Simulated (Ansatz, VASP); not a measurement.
## One calculation of ZrSi2, two programs

```
Zr Si
1.0
     0.00000    3.14592    3.14592
     3.14592    0.00000    3.14592
     3.14592    3.14592    0.00000
Zr Si
1 2
Direct
  0.00000 0.00000 0.00000
  0.25000 0.25000 0.25000
  0.75000 0.75000 0.75000
```

Alike in both runs: functional PBE; k mesh 6 × 6 × 6; occupations gaussian, width 0.2 eV; no spin polarisation.

Ansatz relaxed the structure, and its values are those at the end. VASP's run is a single point on that final structure, the one shown.

```csv
,VASP,Ansatz
version,VASP 6.6.1,Ansatz 0.2.0
potentials or method,"VASP PAW PBE potentials, release 64 (Zr_sv, Si), cutoff 500 eV","scalar-relativistic, plane waves, PAW"
valence electrons in the cell,20,20
```

|  | VASP | Ansatz | Ansatz less VASP |
| --- | --- | --- | --- |
| gap on the k mesh at the Fermi level (eV) | none | none | - |
| pressure (GPa) | -0.1 | -0.1 | -0.02 |

A gap of «none» marks a metal or a gap that the smearing closes.
